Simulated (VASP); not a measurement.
A run of VASP 6.6.1 is set up as follows.

File INCAR:

```
ALGO = Normal ; EDIFF = 1E-6
ENCUT = 520 ; GGA = PE
ISIF = 2 ; ISMEAR = -1
LASPH = T ; LCHARG = F
LREAL = F ; LWAVE = F
NBANDS = 8 ; NELM = 80
PREC = Accurate ; SIGMA = 0.08
```

Contents of KPOINTS:

```
k-points
0
Gamma
  15 15 15
```

The input POSCAR:

```
Si
1.0
    2.0083172543      0.0000000000      0.0000000000
    0.0000000000      2.0083172543      0.0000000000
    0.0000000000      0.0000000000      2.0083172543
Si
1
Direct
    0.0000000000      0.0000000000      0.0000000000
```

Potentials or basis: VASP PAW PBE potentials, release 64 (Si).

Launch:

```bash
$ cat potpaw_PBE.64/Si/POTCAR > POTCAR
$ mpirun -np 1 vasp_std > vasp.out
```

Estimate the pressure.

275.9 GPa.

What does it give for the band gap on the k mesh?

Zero (band 2 reaches 26.82 eV, above the bottom of band 3 at 17.16 eV).
